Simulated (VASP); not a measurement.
# Ni (Pm-3m) in VASP: relaxation of cell and atoms with PBEsol

Aim: the relaxation of cell and atoms of Ni with PBEsol.

Program: VASP 6.6.1. These are calculated values, not measurements. Logs are shortened: lines on timing, memory, paths and dates and some standing lists are left out, and cuts for length are marked.

## 1. The cell of the first run

The structure is cubic, space group Pm-3m (No. 221). Conventional cell: a = 2.294 Å, b = 2.294 Å, c = 2.294 Å, α = 90.00°, β = 90.00°, γ = 90.00°. Ni (site symmetry m-3m) has 6 Ni at 2.29 Å within 3.0 Å.

This isn't the form of Ni at room conditions, which is fcc.

## 2. Relaxation of cell and atoms, PBEsol, collinear spin, ferromagnetic start

Input file INCAR:

```
SYSTEM = Ni
PREC = Accurate
ENCUT = 600
EDIFF = 1E-7
ISMEAR = 0
SIGMA = 0.1
LREAL = .FALSE.
LASPH = .TRUE.
NELM = 150
ALGO = Fast
ISIF = 3
LWAVE = .FALSE.
LCHARG = .FALSE.
ISPIN = 2
MAGMOM = 0.78
LORBIT = 11
LMAXMIX = 4
GGA = PS
IBRION = 2
NSW = 100
EDIFFG = -0.01
```

Input file KPOINTS:

```
regular mesh
0
G
  24 24 24
  0 0 0
```

Input file POSCAR:

```
Ni
1.0
    2.2938224753      0.0000000000      0.0000000000
    0.0000000000      2.2938224753      0.0000000000
    0.0000000000      0.0000000000      2.2938224753
Ni
1
Direct
    0.0000000000      0.0000000000      0.0000000000
```

Potentials or basis: VASP PAW PBE potentials, release 64 (Ni).

Launch:

```console
$ cat potpaw_PBE.64/Ni/POTCAR > POTCAR
$ mpirun -np 1 vasp_std > vasp.out
```

OUTCAR:

```text
SYSTEM = Ni
   PREC = Accurate
   ENCUT = 600
   EDIFF = 1E-7
   ISMEAR = 0
   LREAL = .FALSE.
   LASPH = .TRUE.
   NELM = 150
   ISIF = 3
   ISPIN = 2
   LORBIT = 11
   GGA = PS
   IBRION = 2
   NSW = 100
   EDIFFG = -0.01

 ion  position               nearest neighbor table
   1  0.000  0.000  0.000-

  LATTYP: Found a simple cubic cell.
 ALAT       =     2.2938224753

  Lattice vectors:

 A1 = (   2.2938224753,   0.0000000000,   0.0000000000)
 A2 = (   0.0000000000,   2.2938224753,   0.0000000000)
 A3 = (   0.0000000000,   0.0000000000,   2.2938224753)

Analysis of symmetry for initial positions (statically):
=====================================================================
 Subroutine PRICEL returns:
 Original cell was already a primitive cell.

 Routine SETGRP: Setting up the symmetry group for a
 simple cubic supercell.

 Subroutine GETGRP returns: Found 48 space group operations
 (whereof 48 operations were pure point group operations)
 out of a pool of 48 trial point group operations.

The static configuration has the point symmetry O_h .

Analysis of symmetry for dynamics (positions and initial velocities):
=====================================================================
 Subroutine PRICEL returns:
 Original cell was already a primitive cell.

 Routine SETGRP: Setting up the symmetry group for a
 simple cubic supercell.

 Subroutine GETGRP returns: Found 48 space group operations
 (whereof 48 operations were pure point group operations)
 out of a pool of 48 trial point group operations.

The dynamic configuration has the point symmetry O_h .

Analysis of structural, dynamic, and magnetic symmetry:
=====================================================================
 Subroutine PRICEL returns:
 Original cell was already a primitive cell.

 Routine SETGRP: Setting up the symmetry group for a
 simple cubic supercell.

 Subroutine GETGRP returns: Found 48 space group operations
 (whereof 48 operations were pure point group operations)
 out of a pool of 48 trial point group operations.

The overall configuration has the point symmetry O_h .

 Subroutine INISYM returns: Found 48 space group operations
 (whereof 48 operations are pure point group operations),
 and found     1 'primitive' translations

----------------------------------------------------------------------------------------

                                     Primitive cell

  volume of cell :      12.0692

  direct lattice vectors                    reciprocal lattice vectors
     2.293822475  0.000000000  0.000000000     0.435953528  0.000000000  0.000000000
     0.000000000  2.293822475  0.000000000     0.000000000  0.435953528  0.000000000
     0.000000000  0.000000000  2.293822475     0.000000000  0.000000000  0.435953528

  length of vectors
     2.293822475  2.293822475  2.293822475     0.435953528  0.435953528  0.435953528

  position of ions in fractional coordinates (direct lattice)
     0.000000000  0.000000000  0.000000000

  ion indices of the primitive-cell ions
   primitive index   ion index
                 1           1

----------------------------------------------------------------------------------------

 KPOINTS: regular mesh

Automatic generation of k-mesh.
 Grid dimensions read from file:
 generate k-points for:   24   24   24

 Generating k-lattice:

  Cartesian coordinates                     Fractional coordinates (reciprocal lattice)
     0.018164730  0.000000000  0.000000000     0.041666667  0.000000000  0.000000000
     0.000000000  0.018164730  0.000000000     0.000000000  0.041666667  0.000000000
     0.000000000  0.000000000  0.018164730     0.000000000  0.000000000  0.041666667

  Length of vectors
     0.018164730  0.018164730  0.018164730

  Shift w.r.t. Gamma in fractional coordinates (k-lattice)
     0.000000000  0.000000000  0.000000000

 Subroutine IBZKPT returns following result:
 ===========================================

 Found    455 irreducible k-points:

 Following reciprocal coordinates:
            Coordinates               Weight
  0.000000  0.000000  0.000000      1.000000
  0.041667  0.000000  0.000000      6.000000
  0.083333  0.000000  0.000000      6.000000
  0.125000  0.000000  0.000000      6.000000
  0.166667  0.000000  0.000000      6.000000
  0.208333  0.000000  0.000000      6.000000
[... 16 lines left out ...]
  0.416667  0.041667  0.000000     24.000000
  0.458333  0.041667  0.000000     24.000000
 [... further k-points ...]
   k-points           NKPTS =    455   k-points in BZ     NKDIM =    455   number of bands    NBANDS=      9
   number of dos      NEDOS =    301   number of ions     NIONS =      1
   total plane-waves  NPLWV =   5832
   dimension x,y,z NGX =    18 NGY =   18 NGZ =   18
   dimension x,y,z NGXF=    36 NGYF=   36 NGZF=   36
   ions per type =               1
   NGX,Y,Z   is equivalent  to a cutoff of  13.05, 13.05, 13.05 a.u.
   NGXF,Y,Z  is equivalent  to a cutoff of  26.09, 26.09, 26.09 a.u.
 SYSTEM =  Ni
   PREC   = accura    normal or accurate (medium, high low for compatibility)
   ISTART =      0    job   : 0-new  1-cont  2-samecut
   ICHARG =      2    charge: 1-file 2-atom 10-const
   ISPIN  =      2    spin polarized calculation?
   LNONCOLLINEAR =      F non collinear calculations
   LSORBIT =      F    spin-orbit coupling
   LASPH  =      T    aspherical Exc in radial PAW
   ENCUT  =  600.0 eV  44.10 Ry    6.64 a.u.   4.58  4.58  4.58*2*pi/ulx,y,z
   NELM   =    150;   NELMIN=  2; NELMDL= -5     # of ELM steps
   EDIFF  = 0.1E-06   stopping-criterion for ELM
   LREAL  =      F    real-space projection
   EDIFFG = -.1E-01   stopping-criterion for IOM
   NSW    =    100    number of steps for IOM
   IBRION =      2    ionic relax: 0-MD 1-quasi-New 2-CG
   NFREE  =      1    steps in history (QN), initial steepest desc. (CG)
   ISIF   =      3    stress and relaxation
   ISYM   =      2    0-nonsym 1-usesym 2-fastsym
   POTIM  = 0.5000    time-step for ionic-motion
   TEBEG  =    0.0;   TEEND  =   0.0 temperature during run
   PSTRESS=    0.0 pullay stress
   NELECT =      10.0000    total number of electrons
   NUPDOWN=      -1.0000    fix difference up-down
   EMIN   =  10.00;   EMAX   =-10.00  energy-range for DOS
   EFERMI =   0.00;   METHOD = LEGACY
   ISMEAR =     0;   SIGMA  =   0.10  broadening in eV -4-tet -1-fermi 0-gaus
   EFERMI_NEDOS =   21; number of points for ismear=-14 and -15
   IALGO  =     68    algorithm
   IMIX   =      4    mixing-type and parameters
     AMIX     =   0.40;   BMIX     =  1.00
     AMIX_MAG =   1.60;   BMIX_MAG =  1.00
  volume/ion in A,a.u.               =      12.07        81.45
  Fermi-wavevector in a.u.,A,eV,Ry     =   1.537618  2.905676 32.167820  2.364268
  Thomas-Fermi vector in A             =   2.644101
   LORBIT       =     11    0 simple, 1 ext, 2 COOP (PROOUT), +10 PAW based schemes
   GGA     = PS    functional components
   LHFCALC =     F    Hartree Fock is set to
   AEXX    =    0.0000 exact exchange contribution
   IVDW    =     0    specifies the selected vdW correction
   LEPSILON=     F    determine dielectric tensor
   LRPA    =     F    only Hartree local field effects (RPA)
 conjugate gradient relaxation of ions
 spin polarized calculation
 RMM-DIIS sequential band-by-band and
 Gauss-broadening in eV      SIGMA  =   0.10
  energy-cutoff  :      600.00
  volume of cell :       12.07
 maximum number of plane-waves:       432
   NGX =  9   NGY =  9   NGZ =  9

--------------------------------------- Ionic step        1  -------------------------------------------

 number of electron      10.0000005 magnetization       0.5101959

 Free energy of the ion-electron system (eV)
  ---------------------------------------------------
  ext. energy  EPLUGINS =         0.00000000
  ---------------------------------------------------
  free energy    TOTEN  =        -5.38040123 eV

  energy without entropy =       -5.37076127  energy(sigma->0) =       -5.37558125

------------------------ aborting loop because EDIFF is reached ----------------------------------------

  FORCE on cell =-STRESS in cart. coord.  units (eV):
  Direction    XX          YY          ZZ          XY          YZ          ZX
  --------------------------------------------------------------------------------------
  -------------------------------------------------------------------------------------
  Total       -0.0986040     -0.0986040     -0.0986040     -0.0000000     -0.0000000      0.0000000
  in kB      -13.0895757    -13.0895757    -13.0895757     -0.0000000     -0.0000000      0.0000000
  external PRESSURE =     -13.0895757 kB  Pullay stress =       0.0000000 kB
[... 55 lines left out ...]
  energy  without entropy=       -5.3711055204  energy(sigma->0) =       -5.37581928

--------------------------------------- Ionic step        3  -------------------------------------------

 number of electron      10.0000001 magnetization       0.5027272

 Free energy of the ion-electron system (eV)
  ---------------------------------------------------
  ext. energy  EPLUGINS =         0.00000000
  ---------------------------------------------------
  free energy    TOTEN  =        -5.38078513 eV

  energy without entropy =       -5.37126403  energy(sigma->0) =       -5.37602458

 E-fermi :   7.9170     XC(G=0): -12.7831

 val. band max:        7.9168321291   @ k =   0.3750   0.1667   0.1250
 cond. band min:       7.9182305689   @ k =   0.5000   0.5000   0.3333
 fundamental gap:      0.0013984398
 Fermi energy:         7.9169808623

 spin component 1

 k-point     1 :       0.0000    0.0000    0.0000
  band No.  band energies     occupation
      1      -0.4364      1.00000
      2       4.1079      1.00000
      3       4.1079      1.00000
      4       7.6012      1.00000
      5       7.6012      1.00000
      6       7.6012      1.00000
      7      27.9075      0.00000
      8      27.9075      0.00000
      9      27.9075      0.00000
[... 265 lines left out ...]
 k-point    24 :       0.4583    0.0417    0.0000
  band No.  band energies     occupation
      1       3.7386      1.00000
      2       4.5831      1.00000
      3       6.1005      1.00000
      4       6.5062      1.00000
      5       6.9833      1.00000
      6       7.6797      0.99960
      7      12.0786      0.00000
      8      32.3712      0.00000
      9      34.3147      0.00000

 [... further k-points ...]

 spin component 2

 k-point     1 :       0.0000    0.0000    0.0000
  band No.  band energies     occupation
      1      -0.4004      1.00000
      2       4.5037      1.00000
      3       4.5037      1.00000
      4       8.2139      0.00001
      5       8.2139      0.00001
      6       8.2139      0.00001
      7      27.9845      0.00000
      8      27.9845      0.00000
      9      27.9845      0.00000
[... 304 lines left out ...]
  FREE ENERGIE OF THE ION-ELECTRON SYSTEM (eV)
  ---------------------------------------------------
  free  energy   TOTEN  =        -5.3807851331 eV

  energy  without entropy=       -5.3712640291  energy(sigma->0) =       -5.37602458

 reached required accuracy - stopping structural energy minimisation

 total charge

# of ion       s       p       d       tot
------------------------------------------
    1        0.532   0.426   8.372   9.330

 magnetization (x)

# of ion       s       p       d       tot
------------------------------------------
    1        0.001  -0.001   0.505   0.504
```

It took 6.3 min on 1 thread of Oxide Virtual Turin-like, shared host; peak memory 0.19 GiB.

What came out:

| Quantity | Value |
| --- | --- |
| Free energy | -5.3808 eV |
| Relaxed volume | 11.97 Å³/atom |
| Relaxed cell | a = 2.288 Å, b = 2.288 Å, c = 2.288 Å, α = 90.00°, β = 90.00°, γ = 90.00° |
| Space group after relaxing (to 0.1 Å) | Pm-3m (No. 221) |
| Energy gained by relaxing | 0.4 meV/atom |
| Ionic steps | 3 |
| Pressure after relaxing | 0.0 GPa |
| Net moment | 0.50 μB per cell |
| Site moments | Ni +0.50 μB |
| Valence electrons inside the program's atomic spheres | Ni 9.33 |

Step by step:
```csv
step,energy change (eV),largest force (eV/Å),pressure (GPa),volume (Å³)
1,0.0000,0.0000,-1.31,12.07
2,-0.0001,0.0000,1.08,11.90
3,-0.0004,0.0000,-0.02,11.97
```

Final structure:
```
CELL_PARAMETERS angstrom
2.28779 0.00000 0.00000
0.00000 2.28779 0.00000
0.00000 0.00000 2.28779
ATOMIC_POSITIONS crystal
Ni 0.00000 0.00000 0.00000
```

Caveat: the PAW data sets were made with another functional, which shifts forces and pressure a little.
